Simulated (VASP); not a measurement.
Set up this calculation in VASP 6.6.1, as the native input.

* Task: density of states
* Functional: PBEsol
* Potentials or basis: VASP PAW PBE potentials, release 64 (Si, Ni)
* Cutoff: 520 eV
* k mesh: 12 × 12 × 8
* Occupations: gaussian, width 0.1 eV
* Spin: no spin polarisation
* Dipole correction: no
* k mesh for the DOS: 18 × 18 × 12
* Occupations for the DOS: tetrahedron
* Further INCAR settings: ALGO = Normal; EDIFF = 1e-06; NBANDS = 33

SiNi2:

```
Si Ni
1.0
     3.91193    0.00000    0.00000
    -1.95596    3.38783    0.00000
     0.00000    0.00000    4.99145
Si Ni
2 4
Cartesian
  0.0000 2.2586 3.7436
  1.9560 1.1293 1.2479
  0.0000 0.0000 0.0000
  0.0000 0.0000 2.4957
  0.0000 2.2586 1.2479
  1.9560 1.1293 3.7436
```

One way to write it, as run:

POSCAR

```
SiNi2
1.0
    3.9119261427      0.0000000000      0.0000000000
   -1.9559630714      3.3878274173      0.0000000000
    0.0000000000      0.0000000000      4.9914527796
Si Ni
2 4
Direct
    0.3333333333      0.6666666667      0.7500000000
    0.6666666667      0.3333333333      0.2500000000
    0.0000000000      0.0000000000      0.0000000000
    0.0000000000      0.0000000000      0.5000000000
    0.3333333333      0.6666666667      0.2500000000
    0.6666666667      0.3333333333      0.7500000000
```

INCAR.step1

```
ALGO = Normal
EDIFF = 1E-6
ENCUT = 520
GGA = PS
GGA_COMPAT = False
ISIF = 2
ISMEAR = 0
LASPH = True
LCHARG = True
LMAXMIX = 4
LORBIT = 11
LREAL = False
LWAVE = False
NBANDS = 33
NEDOS = 2001
NELM = 120
PREC = Accurate
SIGMA = 0.1
```

KPOINTS.step1

```
k-points
0
Gamma
  12 12 8
```

INCAR.step2

```
ALGO = Normal
EDIFF = 1E-6
ENCUT = 520
GGA = PS
GGA_COMPAT = False
ICHARG = 11
ISIF = 2
ISMEAR = -5
LASPH = True
LCHARG = False
LMAXMIX = 4
LORBIT = 10
LREAL = False
LWAVE = False
NBANDS = 33
NEDOS = 2001
NELM = 120
PREC = Accurate
SIGMA = 0.1
```

KPOINTS.step2

```
k-points
0
Gamma
  18 18 12
```

Potentials or basis: VASP PAW PBE potentials, release 64 (Si, Ni).

The run is started by

```console
$ cat potpaw_PBE.64/Si/POTCAR potpaw_PBE.64/Ni/POTCAR > POTCAR
$ cp INCAR.step1 INCAR
$ cp KPOINTS.step1 KPOINTS
$ mpirun -np 1 vasp_std > vasp.out
$ cp INCAR.step2 INCAR
$ cp KPOINTS.step2 KPOINTS
$ mpirun -np 1 vasp_std > vasp.out
```

It gave:

The valence electrons inside the program's atomic spheres are Si 1.58; Ni 9.38, 9.63.

Wall time 3.7 min on 1 thread of AMD EPYC 9R45 (Zen 5) (shared host), peak memory 0.47 GiB.
